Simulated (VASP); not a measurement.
# WC (Qusongite) (P-6m2) in VASP: further runs

Runs on WC (Qusongite). Level: r2SCAN. Tasks: single point.

All numbers are computed with VASP 6.6.1; they aren't measurements. Logs are shortened: lines on timing, memory, paths and dates and some standing lists are left out, and cuts for length are marked.

### 1 The cell of the first run

The structure is hexagonal, space group P-6m2 (No. 187). Conventional cell: a = 2.806 Å, b = 2.806 Å, c = 2.739 Å, α = 90.00°, β = 90.00°, γ = 120.00°. W (site symmetry -6m2) has 6 C at 2.12 Å and 2 W at 2.74 Å within 2.8 Å. C (site symmetry -6m2) has 6 W at 2.12 Å and 2 C at 2.74 Å within 2.8 Å.

### 2 Single point, r2SCAN

The input, POSCAR:

```
WC
1.0
    2.8061948964      0.0000000000      0.0000000000
   -1.4030974482      2.4302362265      0.0000000000
    0.0000000000      0.0000000000      2.7387071884
W C
1 1
Direct
    0.0000000000      0.0000000000      0.0000000000
    0.6666666667      0.3333333333      0.5000000000
```

The input, INCAR.step1:

```
PREC     = Accurate       # precision mode
ENCUT    = 520            # plane-wave cutoff, eV
ISMEAR   = -1             # smearing method
SIGMA    = 0.05           # smearing width, eV
LREAL    = F              # projectors in reciprocal space
LASPH    = T              # aspherical terms in the spheres
NELM     = 80             # most SCF steps
NBANDS   = 16             # bands
GGA      = PE             # functional
ALGO     = Normal         # electronic algorithm
EDIFF    = 1E-4           # SCF threshold, eV
LWAVE    = T              # write WAVECAR
LCHARG   = F              # write CHGCAR
```

The input, INCAR.step2:

```
PREC     = Accurate       # precision mode
ENCUT    = 520            # plane-wave cutoff, eV
EDIFF    = 1E-6           # SCF threshold, eV
ISMEAR   = -1             # smearing method
SIGMA    = 0.05           # smearing width, eV
LREAL    = F              # projectors in reciprocal space
LASPH    = T              # aspherical terms in the spheres
NELM     = 80             # most SCF steps
ALGO     = Normal         # electronic algorithm
ISIF     = 2              # what is computed and relaxed
LWAVE    = F              # write WAVECAR
LCHARG   = T              # write CHGCAR
METAGGA  = R2SCAN         # meta-GGA
LMIXTAU  = T            
LELF     = T              # ELF
LVHAR    = T            
NBANDS   = 16             # bands
ISTART   = 1
```

The input, KPOINTS:

```
Automatic mesh
0
Gamma
  11 11 10
```

Potentials or basis: VASP PAW PBE potentials, release 64 (W_sv, C).

Launch:

```sh
$ cat potpaw_PBE.64/W_sv/POTCAR potpaw_PBE.64/C/POTCAR > POTCAR
$ cp INCAR.step1 INCAR
$ mpirun -np 1 vasp_std > vasp.out
$ cp INCAR.step2 INCAR
$ mpirun -np 1 vasp_std > vasp.out
```

OUTCAR:

```text
PREC = Accurate
   ENCUT = 520
   EDIFF = 1E-6
   ISMEAR = -1
   LREAL = F
   LASPH = T
   NELM = 80
   ISIF = 2
   METAGGA = R2SCAN
   ISTART = 1

 ion  position               nearest neighbor table
   1  0.000  0.000  0.000-   2 2.12   2 2.12   2 2.12   2 2.12   2 2.12   2 2.12
   2  0.667  0.333  0.500-   1 2.12   1 2.12   1 2.12   1 2.12   1 2.12   1 2.12

  LATTYP: Found a hexagonal cell.
 ALAT       =     2.8061948964
 C/A-ratio  =     0.9759504559

  Lattice vectors:

 A1 = (   2.8061948964,   0.0000000000,   0.0000000000)
 A2 = (  -1.4030974482,   2.4302362265,   0.0000000000)
 A3 = (   0.0000000000,   0.0000000000,   2.7387071884)

Analysis of symmetry for initial positions (statically):
=====================================================================
 Subroutine PRICEL returns:
 Original cell was already a primitive cell.

 Routine SETGRP: Setting up the symmetry group for a
 hexagonal supercell.

 Subroutine GETGRP returns: Found 12 space group operations
 (whereof 12 operations were pure point group operations)
 out of a pool of 24 trial point group operations.

The static configuration has the point symmetry D_3h.

Analysis of symmetry for dynamics (positions and initial velocities):
=====================================================================
 Subroutine PRICEL returns:
 Original cell was already a primitive cell.

 Routine SETGRP: Setting up the symmetry group for a
 hexagonal supercell.

 Subroutine GETGRP returns: Found 12 space group operations
 (whereof 12 operations were pure point group operations)
 out of a pool of 24 trial point group operations.

The dynamic configuration has the point symmetry D_3h.

 Subroutine INISYM returns: Found 12 space group operations
 (whereof 12 operations are pure point group operations),
 and found     1 'primitive' translations

----------------------------------------------------------------------------------------

                                     Primitive cell

  volume of cell :      18.6772

  direct lattice vectors                    reciprocal lattice vectors
     2.806194896  0.000000000  0.000000000     0.356354436  0.205741316  0.000000000
    -1.403097448  2.430236226  0.000000000     0.000000000  0.411482632  0.000000000
     0.000000000  0.000000000  2.738707188     0.000000000  0.000000000  0.365135785

  length of vectors
     2.806194896  2.806195033  2.738707188     0.411482653  0.411482632  0.365135785

  position of ions in fractional coordinates (direct lattice)
     0.000000000  0.000000000  0.000000000
     0.666666667  0.333333333  0.500000000

  ion indices of the primitive-cell ions
   primitive index   ion index
                 1           1
                 2           2

----------------------------------------------------------------------------------------

 KPOINTS: Automatic mesh

Automatic generation of k-mesh.
 Grid dimensions read from file:
 generate k-points for:   11   11   10

 Generating k-lattice:

  Cartesian coordinates                     Fractional coordinates (reciprocal lattice)
     0.032395858  0.018703756  0.000000000     0.090909091  0.000000000  0.000000000
     0.000000000  0.037407512  0.000000000     0.000000000  0.090909091  0.000000000
     0.000000000  0.000000000  0.036513579     0.000000000  0.000000000  0.100000000

  Length of vectors
     0.037407514  0.037407512  0.036513579

  Shift w.r.t. Gamma in fractional coordinates (k-lattice)
     0.000000000  0.000000000  0.000000000

 Subroutine IBZKPT returns following result:
 ===========================================

 Found     96 irreducible k-points:

 Following reciprocal coordinates:
            Coordinates               Weight
  0.000000  0.000000  0.000000      1.000000
  0.090909  0.000000  0.000000      6.000000
  0.181818  0.000000  0.000000      6.000000
  0.272727  0.000000  0.000000      6.000000
  0.363636  0.000000  0.000000      6.000000
  0.454545  0.000000  0.000000      6.000000
[... 16 lines left out ...]
  0.090909  0.090909  0.100000     12.000000
  0.181818  0.090909  0.100000     24.000000
 [... further k-points ...]
   k-points           NKPTS =     96   k-points in BZ     NKDIM =     96   number of bands    NBANDS=     16
   number of dos      NEDOS =    301   number of ions     NIONS =      2
   total plane-waves  NPLWV =  11520
   dimension x,y,z NGX =    24 NGY =   24 NGZ =   20
   dimension x,y,z NGXF=    48 NGYF=   48 NGZF=   40
   ions per type =               1   1
   NGX,Y,Z   is equivalent  to a cutoff of  14.22, 14.22, 12.14 a.u.
   NGXF,Y,Z  is equivalent  to a cutoff of  28.44, 28.44, 24.28 a.u.
 SYSTEM =  unknown system
   PREC   = accura    normal or accurate (medium, high low for compatibility)
   ISTART =      1    job   : 0-new  1-cont  2-samecut
   ICHARG =      0    charge: 1-file 2-atom 10-const
   ISPIN  =      1    spin polarized calculation?
   LNONCOLLINEAR =      F non collinear calculations
   LSORBIT =      F    spin-orbit coupling
   LASPH  =      T    aspherical Exc in radial PAW
   ENCUT  =  520.0 eV  38.22 Ry    6.18 a.u.   5.22  5.22  5.09*2*pi/ulx,y,z
   NELM   =     80;   NELMIN=  2; NELMDL=  0     # of ELM steps
   EDIFF  = 0.1E-05   stopping-criterion for ELM
   LREAL  =      F    real-space projection
   EDIFFG = 0.1E-04   stopping-criterion for IOM
   NSW    =      0    number of steps for IOM
   IBRION =     -1    ionic relax: 0-MD 1-quasi-New 2-CG
   NFREE  =      0    steps in history (QN), initial steepest desc. (CG)
   ISIF   =      2    stress and relaxation
   ISYM   =      2    0-nonsym 1-usesym 2-fastsym
   POTIM  = 0.5000    time-step for ionic-motion
   TEBEG  =    0.0;   TEEND  =   0.0 temperature during run
   PSTRESS=    0.0 pullay stress
   NELECT =      18.0000    total number of electrons
   NUPDOWN=      -1.0000    fix difference up-down
   EMIN   =  10.00;   EMAX   =-10.00  energy-range for DOS
   EFERMI =   0.00;   METHOD = LEGACY
   ISMEAR =    -1;   SIGMA  =   0.05  broadening in eV -4-tet -1-fermi 0-gaus
   EFERMI_NEDOS =   21; number of points for ismear=-14 and -15
   IALGO  =     38    algorithm
   IMIX   =      4    mixing-type and parameters
     AMIX     =   0.40;   BMIX     =  1.00
     AMIX_MAG =   1.60;   BMIX_MAG =  1.00
  volume/ion in A,a.u.               =       9.34        63.02
  Fermi-wavevector in a.u.,A,eV,Ry     =   1.617068  3.055816 35.578008  2.614910
  Thomas-Fermi vector in A             =   2.711553
   LORBIT       =      0    0 simple, 1 ext, 2 COOP (PROOUT), +10 PAW based schemes
   METAGGA = R2SCAN    functional components
   LHFCALC =     F    Hartree Fock is set to
   AEXX    =    0.0000 exact exchange contribution
   IVDW    =     0    specifies the selected vdW correction
   LEPSILON=     F    determine dielectric tensor
   LRPA    =     F    only Hartree local field effects (RPA)
 non-spin polarized calculation
  energy-cutoff  :      520.00
  volume of cell :       18.68
 maximum number of plane-waves:       515
 NGX is ok and might be reduce to    24
   NGX = 11   NGY = 11   NGZ = 11

 number of electron      18.0000004 magnetization

 Free energy of the ion-electron system (eV)
  ---------------------------------------------------
  ext. energy  EPLUGINS =         0.00000000
  ---------------------------------------------------
  free energy    TOTEN  =       -61.24232880 eV

  energy without entropy =      -61.23999525  energy(sigma->0) =      -61.24116203

 E-fermi :  12.6511     XC(G=0): -15.6569

 val. band max:       12.6491293309   @ k =   0.0000   0.0000   0.1000
 cond. band min:      12.6741795089   @ k =   0.0000   0.0000   0.0000
 fundamental gap:      0.0250501780
 Fermi energy:        12.6511136423

 k-point     1 :       0.0000    0.0000    0.0000
  band No.  band energies     occupation
      1     -63.2011      2.00000
      2     -26.4949      2.00000
      3     -26.3411      2.00000
      4     -26.3411      2.00000
      5      -3.5485      2.00000
      6       7.3663      2.00000
[... 8 lines left out ...]
     15      28.9929      0.00000
     16      31.1435      0.00000

 k-point     2 :       0.0909    0.0000    0.0000
  band No.  band energies     occupation
      1     -63.1927      2.00000
      2     -26.4809      2.00000
      3     -26.4480      2.00000
      4     -26.3646      2.00000
      5      -3.2910      2.00000
      6       7.4397      2.00000
[... 8 lines left out ...]
     15      28.3895      0.00000
     16      31.6833      0.00000

 k-point     3 :       0.1818    0.0000    0.0000
  band No.  band energies     occupation
      1     -63.1701      2.00000
      2     -26.7273      2.00000
      3     -26.4434      2.00000
      4     -26.4270      2.00000
      5      -2.5820      2.00000
      6       6.8806      2.00000
[... 8 lines left out ...]
     15      27.9384      0.00000
     16      33.1436      0.00000

 k-point     4 :       0.2727    0.0000    0.0000
  band No.  band energies     occupation
      1     -63.1404      2.00000
      2     -27.0782      2.00000
      3     -26.5077      2.00000
      4     -26.3938      2.00000
      5      -1.5922      2.00000
      6       5.9089      2.00000
[... 8 lines left out ...]
     15      28.6368      0.00000
     16      32.9519      0.00000
[... 324 lines left out ...]
 k-point    22 :       0.4545    0.0000    0.1000
  band No.  band energies     occupation
      1     -63.0899      2.00000
      2     -27.5484      2.00000
      3     -26.6119      2.00000
      4     -26.4249      2.00000
      5       0.1914      2.00000
      6       4.6150      2.00000
[... 8 lines left out ...]
     15      27.8915      0.00000
     16      32.8746      0.00000

 k-point    23 :       0.0909    0.0909    0.1000
  band No.  band energies     occupation
      1     -63.1702      2.00000
      2     -26.6271      2.00000
      3     -26.5641      2.00000
      4     -26.4038      2.00000
      5      -2.5411      2.00000
      6       7.2801      2.00000
[... 8 lines left out ...]
     15      27.7971      0.00000
     16      32.0919      0.00000

 k-point    24 :       0.1818    0.0909    0.1000
  band No.  band energies     occupation
      1     -63.1441      2.00000
      2     -26.9199      2.00000
      3     -26.5214      2.00000
      4     -26.4912      2.00000
      5      -1.7262      2.00000
      6       6.4346      2.00000
[... 8 lines left out ...]
     15      27.6907      0.00000
     16      32.4502      0.00000

 [... further k-points ...]
[... 5 lines left out ...]
  --------------------------------------------------------------------------------------
  -------------------------------------------------------------------------------------
  Total        6.5693304      6.5693313      7.3365791      0.0000000     -0.0000000      0.0000000
  in kB      563.5335384    563.5336118    629.3500361      0.0000000     -0.0000000      0.0000000
  external PRESSURE =     585.4723954 kB  Pullay stress =       0.0000000 kB

 VOLUME and BASIS-vectors are now :
 -----------------------------------------------------------------------------
  energy-cutoff  :      520.00
  volume of cell :       18.68
      direct lattice vectors                 reciprocal lattice vectors
     2.806194896  0.000000000  0.000000000     0.356354436  0.205741316  0.000000000
    -1.403097448  2.430236226  0.000000000     0.000000000  0.411482632  0.000000000
     0.000000000  0.000000000  2.738707188     0.000000000  0.000000000  0.365135785

 POSITION                                       TOTAL-FORCE (eV/Angst)
 -----------------------------------------------------------------------------------
      0.00000      0.00000      0.00000        -0.000000     -0.000000      0.000000
      1.40310      0.81008      1.36935         0.000000      0.000000      0.000000
 -----------------------------------------------------------------------------------
    total drift:                               -0.000000      0.000001      0.000000

  FREE ENERGIE OF THE ION-ELECTRON SYSTEM (eV)
  ---------------------------------------------------
  free  energy   TOTEN  =       -61.2423288000 eV

  energy  without entropy=      -61.2399952544  energy(sigma->0) =      -61.24116203
```

Run time: 95 s. Hardware: 1 thread of AMD EPYC 7R43 (Zen 3), shared host; peak memory 0.13 GiB.

The run converged, but its numbers aren't listed here, since they failed a check.

Caveat: the PAW data sets were made with another functional, which shifts forces and pressure a little; spin-orbit coupling is left out, which moves the levels of the heavy elements.

[end of part 1 of 3]
